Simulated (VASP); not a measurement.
ScSiRh3, 5 atoms in the cell. The structure is cubic, space group Pm-3m (No. 221). The conventional cell has a = 4.350 Å, b = 4.350 Å, c = 4.350 Å, α = 90.00°, β = 90.00°, γ = 90.00°. Sc (site symmetry m-3m) has 12 Rh at 3.08 Å and 8 Si at 3.77 Å within 4.0 Å. Within 2.9 Å of Si (site symmetry m-3m) lie 6 Rh at 2.17 Å. Within 2.9 Å of Rh (site symmetry 4/mmm) lie 2 Si at 2.17 Å. 

- Program: VASP 6.6.1
- Task: relaxation of cell and atoms
- Functional: PBE
- Potentials or basis: VASP PAW PBE potentials, release 64 (Sc_sv, Si, Rh_pv)
- Cutoff: 600 eV
- k mesh: 5 × 5 × 5
- Occupations: fermi-dirac, width 0.05 eV
- Spin: no spin polarisation
- Dipole correction: no
- Further INCAR settings: ALGO = Normal; EDIFF = 1e-06; IBRION = 2; EDIFFG = -0.01; NSW = 80; ISIF = 3

Potentials or basis: VASP PAW PBE potentials, release 64 (Sc_sv, Si, Rh_pv).

Launch:

```console
$ cat potpaw_PBE.64/Sc_sv/POTCAR potpaw_PBE.64/Si/POTCAR potpaw_PBE.64/Rh_pv/POTCAR > POTCAR
$ mpirun -np 1 vasp_std > vasp.out
```

Hardware: 1 thread of AMD EPYC 9R45 96-Core Processor (Zen 5), on a shared host.

Question: Estimate the wall time of this run.

Answer: Run time: 51 s on 1 thread of AMD EPYC 9R45 96-Core Processor (Zen 5), on a shared host, peak memory 0.2 GiB. Counts: scf iterations 38, k points 10, ion steps 3.
